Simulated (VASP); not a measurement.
Crystal: ScIn3As2.

```
CELL_PARAMETERS angstrom
6.13835 0.00000 0.00000
-3.06917 5.31596 0.00000
0.00000 0.00000 4.30423
ATOMIC_POSITIONS crystal
Sc 0.00000 0.00000 0.00000
In 0.50000 0.00000 0.50000
In 0.00000 0.50000 0.50000
In 0.50000 0.50000 0.50000
As 0.33333 0.66667 0.00000
As 0.66667 0.33333 0.00000
```

The cell was built from a structure type or drawn by symmetry, and may not be a known phase.

```yaml
Program: VASP 6.6.1
Task: relaxation of cell and atoms
Functional: PBE
Potentials_or_basis: VASP PAW PBE potentials, release 64 (Sc_sv, In_d, As)
Cutoff: 600 eV
k_mesh: 3 × 3 × 4
Occupations: gaussian, width 0.1 eV
Spin: no spin polarisation
```

At the start: pressure 6.6 GPa; volume 23.41 Å³/atom.

Task: How do energy, volume and symmetry change on relaxing?

Result: Over 19 steps the energy falls by 137.1 meV/atom and the volume is 24.77 Å³/atom (+5.8 %); space group P6/mmm (No. 191, to 0.1 Å) before and after.

The path:
```
step  energy change (eV)  largest force (eV/Å)  pressure (GPa)  volume (Å³)
   1              0.0000                0.0000            6.58       140.45
   2             -0.2806                0.0000           -1.98       160.86
   3             -0.3102                0.0000           -0.28       155.36
   4             -0.3101                0.0000           -0.38       155.67
   5             -0.3350                0.0000           -0.37       155.02
   6             -0.4157                0.0000           -0.21       152.94
   7             -0.6778                0.0000            0.36       148.12
   8             -0.2871                0.0000            7.70       136.18
   9             -0.7455                0.0000            1.03       146.10
  10             -0.7308                0.0000            3.42       141.37
  11             -0.7883                0.0000            1.88       143.99
  12             -0.7850                0.0000            2.25       143.21
  13             -0.7878                0.0000            2.08       143.53
  14             -0.7980                0.0000            1.76       144.34
  15             -0.7986                0.0000            1.73       144.56
  16             -0.8100                0.0000            1.20       145.68
  17             -0.8197                0.0000            0.57       147.22
  18             -0.8192                0.0000           -0.66       150.34
  19             -0.8227                0.0000            0.07       148.62
```

Final structure:
```yaml
crystal:
  lattice:
    - [5.70284, 0.00000, 0.00000]
    - [-2.85142, 4.93880, 0.00000]
    - [0.00000, 0.00000, 5.27661]
  atoms:
    - { symbol: Sc, position: [0.00000, 0.00000, 0.00000] }
    - { symbol: In, position: [0.50000, 0.00000, 0.50000] }
    - { symbol: In, position: [0.00000, 0.50000, 0.50000] }
    - { symbol: In, position: [0.50000, 0.50000, 0.50000] }
    - { symbol: As, position: [0.33333, 0.66667, 0.00000] }
    - { symbol: As, position: [0.66667, 0.33333, 0.00000] }
```

Caveat: the k points lie up to 0.42 Å⁻¹ apart in the final cell, too coarse for converged energies and pressures of a metal; a cell axis changed by over 15 % at a fixed basis, so the end point is rough.
